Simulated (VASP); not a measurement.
# Te2Mo in VASP: single point with PBEsol

Aim: the single point of Te2Mo with PBEsol.

Program: VASP 6.6.1. These are calculated values, not measurements. Logs are shortened: lines on timing, memory, paths and dates and some standing lists are left out, and cuts for length are marked.

## 1. The cell of the first run

The cell holds a slab with vacuum, 6 atoms: a = 3.560 Å, b = 3.560 Å, c = 24.811 Å, α = 90.00°, β = 90.00°, γ = 120.00°.

## 2. Single point, PBEsol

Input file INCAR:

```
SYSTEM = Te2Mo
  ALGO = Normal
  EDIFF = 1E-7
  ENCUT = 520
  GGA = PS
  ISIF = 2
  ISMEAR = 0
  LASPH = .True.
  LCHARG = .False.
  LREAL = .False.
  LWAVE = .False.
  NBANDS = 35
  NELM = 100
  PREC = Accurate
  SIGMA = 0.1
```

Input file KPOINTS:

```
k-points
0
Gamma
  6 6 1
  0 0 0
```

Input file POSCAR:

```
Te2Mo
1.0
    3.5603900000      0.0000000000      0.0000000000
   -1.7802000000      3.0833900000      0.0000000000
    0.0000000000      0.0000000000     24.8112600000
Te Mo
4 2
Direct
    0.3333333333      0.6666666667      0.0793700000
    0.6666666667      0.3333333333      0.7763600000
    0.6666666667      0.3333333333      0.9206300000
    0.3333333333      0.6666666667      0.2236400000
    0.3333333333      0.6666666667      0.8484600000
    0.6666666667      0.3333333333      0.1515400000
```

Potentials or basis: VASP PAW PBE potentials, release 64 (Te, Mo_sv).

Run with:

```
cat potpaw_PBE.64/Te/POTCAR potpaw_PBE.64/Mo_sv/POTCAR > POTCAR
mpirun -np 1 vasp_std > vasp.out
```

OUTCAR:

```text
SYSTEM = Te2Mo
   EDIFF = 1E-7
   ENCUT = 520
   GGA = PS
   ISIF = 2
   ISMEAR = 0
   LASPH = .True.
   LREAL = .False.
   NELM = 100
   PREC = Accurate

 ion  position               nearest neighbor table
   1  0.333  0.667  0.079-   6 2.73   6 2.73   6 2.73   4 3.58
   2  0.667  0.333  0.776-   5 2.72   5 2.72   5 2.72   3 3.58
   3  0.667  0.333  0.921-   5 2.73   5 2.73   5 2.73   2 3.58
   4  0.333  0.667  0.224-   6 2.72   6 2.72   6 2.72   1 3.58
   5  0.333  0.667  0.848-   2 2.72   2 2.72   2 2.72   3 2.73   3 2.73   3 2.73
   6  0.667  0.333  0.152-   4 2.72   4 2.72   4 2.72   1 2.73   1 2.73   1 2.73

  LATTYP: Found a hexagonal cell.
 ALAT       =     3.5603900000
 C/A-ratio  =     6.9686916321

  Lattice vectors:

 A1 = (   3.5603900000,   0.0000000000,   0.0000000000)
 A2 = (  -1.7802000000,   3.0833900000,   0.0000000000)
 A3 = (   0.0000000000,   0.0000000000,  24.8112600000)

Analysis of symmetry for initial positions (statically):
=====================================================================
 Subroutine PRICEL returns:
 Original cell was already a primitive cell.

 Routine SETGRP: Setting up the symmetry group for a
 hexagonal supercell.

 Subroutine GETGRP returns: Found 12 space group operations
 (whereof 12 operations were pure point group operations)
 out of a pool of 24 trial point group operations.

The static configuration has the point symmetry D_3d.

Analysis of symmetry for dynamics (positions and initial velocities):
=====================================================================
 Subroutine PRICEL returns:
 Original cell was already a primitive cell.

 Routine SETGRP: Setting up the symmetry group for a
 hexagonal supercell.

 Subroutine GETGRP returns: Found 12 space group operations
 (whereof 12 operations were pure point group operations)
 out of a pool of 24 trial point group operations.

The dynamic configuration has the point symmetry D_3d.

 Subroutine INISYM returns: Found 12 space group operations
 (whereof 12 operations are pure point group operations),
 and found     1 'primitive' translations

----------------------------------------------------------------------------------------

                                     Primitive cell

[... 79 lines left out ...]
   NELM   =    100;   NELMIN=  2; NELMDL= -5     # of ELM steps
   EDIFF  = 0.1E-06   stopping-criterion for ELM
   LREAL  =      F    real-space projection
   EDIFFG = 0.1E-05   stopping-criterion for IOM
   NSW    =      0    number of steps for IOM
   IBRION =     -1    ionic relax: 0-MD 1-quasi-New 2-CG
   NFREE  =      0    steps in history (QN), initial steepest desc. (CG)
   ISIF   =      2    stress and relaxation
   ISYM   =      2    0-nonsym 1-usesym 2-fastsym
   POTIM  = 0.5000    time-step for ionic-motion
   TEBEG  =    0.0;   TEEND  =   0.0 temperature during run
   PSTRESS=    0.0 pullay stress
   NELECT =      52.0000    total number of electrons
   NUPDOWN=      -1.0000    fix difference up-down
   EMIN   =  10.00;   EMAX   =-10.00  energy-range for DOS
   EFERMI =   0.00;   METHOD = LEGACY
   ISMEAR =     0;   SIGMA  =   0.10  broadening in eV -4-tet -1-fermi 0-gaus
   EFERMI_NEDOS =   21; number of points for ismear=-14 and -15
   IALGO  =     38    algorithm
   IMIX   =      4    mixing-type and parameters
     AMIX     =   0.40;   BMIX     =  1.00
     AMIX_MAG =   1.60;   BMIX_MAG =  1.00
  volume/ion in A,a.u.               =      45.40       306.35
  Fermi-wavevector in a.u.,A,eV,Ry     =   0.942651  1.781352 12.090017  0.888591
  Thomas-Fermi vector in A             =   2.070281
   LORBIT       =      0    0 simple, 1 ext, 2 COOP (PROOUT), +10 PAW based schemes
   GGA     = PS    functional components
   LHFCALC =     F    Hartree Fock is set to
   AEXX    =    0.0000 exact exchange contribution
   IVDW    =     0    specifies the selected vdW correction
   LEPSILON=     F    determine dielectric tensor
   LRPA    =     F    only Hartree local field effects (RPA)
 non-spin polarized calculation
 Gauss-broadening in eV      SIGMA  =   0.10
  energy-cutoff  :      520.00
  volume of cell :      272.38
 maximum number of plane-waves:      7365
 NGX is ok and might be reduce to    28
   NGX = 13   NGY = 13   NGZ = 93

 number of electron      51.9999993 magnetization

 Free energy of the ion-electron system (eV)
  ---------------------------------------------------
  ext. energy  EPLUGINS =         0.00000000
  ---------------------------------------------------
  free energy    TOTEN  =       -39.22480486 eV

  energy without entropy =      -39.22480486  energy(sigma->0) =      -39.22480486

 E-fermi :   2.5569     XC(G=0):  -6.3762

 val. band max:        2.0766426811   @ k =   0.3333   0.3333   0.0000
 cond. band min:       3.0974273525   @ k =   0.3333   0.3333   0.0000
 fundamental gap:      1.0207846714
 Fermi energy:         2.5569434107

 k-point     1 :       0.0000    0.0000    0.0000
  band No.  band energies     occupation
      1     -58.5209      2.00000
      2     -58.5209      2.00000
      3     -32.6962      2.00000
      4     -32.6962      2.00000
      5     -32.5932      2.00000
      6     -32.5932      2.00000
[... 255 lines left out ...]
     34       6.0389      0.00000
     35       6.8316      0.00000

------------------------ aborting loop because EDIFF is reached ----------------------------------------

  FORCE on cell =-STRESS in cart. coord.  units (eV):
  Direction    XX          YY          ZZ          XY          YZ          ZX
  --------------------------------------------------------------------------------------
  -------------------------------------------------------------------------------------
  Total       -3.1449932     -3.1449969     -1.2591819      0.0000051      0.0000000      0.0000000
  in kB      -18.4993060    -18.4993278     -7.4066903      0.0000300      0.0000000      0.0000000
  external PRESSURE =     -14.8017747 kB  Pullay stress =       0.0000000 kB

 VOLUME and BASIS-vectors are now :
 -----------------------------------------------------------------------------
  energy-cutoff  :      520.00
  volume of cell :      272.38
      direct lattice vectors                 reciprocal lattice vectors
     3.560390000  0.000000000  0.000000000     0.280868107  0.162159637  0.000000000
    -1.780200000  3.083390000  0.000000000     0.000000000  0.324318364  0.000000000
     0.000000000  0.000000000 24.811260000     0.000000000  0.000000000  0.040304281

 POSITION                                       TOTAL-FORCE (eV/Angst)
 -----------------------------------------------------------------------------------
     -0.00000      2.05559      1.96927        -0.000000     -0.000000      0.067421
      1.78019      1.02780     19.26247        -0.000000     -0.000000      0.131688
      1.78019      1.02780     22.84199         0.000000     -0.000000     -0.067421
     -0.00000      2.05559      5.54879        -0.000000     -0.000000     -0.131688
     -0.00000      2.05559     21.05136         0.000000     -0.000000      0.005175
      1.78019      1.02780      3.75990         0.000000      0.000000     -0.005175
 -----------------------------------------------------------------------------------
    total drift:                                0.000000     -0.000000      0.000000

  FREE ENERGIE OF THE ION-ELECTRON SYSTEM (eV)
  ---------------------------------------------------
  free  energy   TOTEN  =       -39.2248048573 eV

  energy  without entropy=      -39.2248048573  energy(sigma->0) =      -39.22480486
```

OSZICAR:

```text
N       E                     dE             d eps       ncg     rms          rms(c)
DAV:   1     0.376100099312E+03    0.37610E+03   -0.26081E+04   618   0.124E+03
DAV:   2    -0.173174047497E+02   -0.39342E+03   -0.38328E+03   618   0.280E+02
DAV:   3    -0.400272947415E+02   -0.22710E+02   -0.22335E+02   641   0.595E+01
[... 16 lines left out ...]
DAV:  20    -0.392247935105E+02   -0.19921E-04   -0.50497E-07   485   0.230E-03    0.245E-03
DAV:  21    -0.392248019245E+02   -0.84140E-05   -0.20995E-07   421   0.919E-04    0.134E-03
DAV:  22    -0.392248044957E+02   -0.25712E-05   -0.92520E-08   397   0.796E-04    0.956E-04
DAV:  23    -0.392248047938E+02   -0.29816E-06   -0.10833E-08   366   0.390E-04    0.392E-04
DAV:  24    -0.392248048573E+02   -0.63520E-07   -0.53526E-09   306   0.294E-04
   1 F= -.39224805E+02 E0= -.39224805E+02  d E =-.302626E-12
```

stdout:

```text
POSCAR found type information on POSCAR TeMo
 POSCAR found :  2 types and       6 ions
 scaLAPACK will be used
 -----------------------------------------------------------------------------
|                                                                             |
|                                                                             |
|     You enforced a specific xc type in the INCAR file but a different       |
|     I HOPE YOU KNOW WHAT YOU ARE DOING!                                     |
|                                                                             |
 -----------------------------------------------------------------------------

 LDA part: xc-table for (Slater+PW92), standard interpolation
 POSCAR, INCAR and KPOINTS ok, starting setup
 FFT: planning ... GRIDC
 FFT: planning ... GRID_SOFT
 FFT: planning ... GRID
 WAVECAR not read
 entering main loop
```

Run time: 3.6 min. Hardware: 1 thread of Intel Xeon 8259CL, shared host; peak memory 0.4 GiB.

Results:

- Free energy: -39.2248 eV
- Largest force: 0.132 eV/Å
- Band gap on the k mesh: 1.02 eV

Forces on the atoms (eV/Å):
```
Te   0.000  0.000  0.067
Te   0.000  0.000  0.132
Te   0.000  0.000 -0.067
Te   0.000  0.000 -0.132
Mo   0.000  0.000  0.005
Mo   0.000  0.000 -0.005
```

Levels at points of the mesh, in eV from the valence-band top:
| k point | band 22 | band 23 | band 24 | band 25 | band 26 | band 27 | band 28 | band 29 | band 30 | band 31 |
| --- | --- | --- | --- | --- | --- | --- | --- | --- | --- | --- |
| (0.00, 0.00, 0.00) | -0.93 | -0.92 | -0.92 | -0.52 | -0.11 | 3.04 | 3.04 | 3.06 | 3.06 | 3.33 |
| (0.50, 0.00, 0.00) | -1.56 | -0.75 | -0.74 | -0.39 | -0.34 | 1.36 | 1.38 | 1.67 | 1.76 | 3.04 |

Caveat: there is no dipole correction, which matters where the two faces differ; the PAW data sets were made with another functional, which shifts forces and pressure a little; spin-orbit coupling is left out, which moves the levels of the heavy elements.
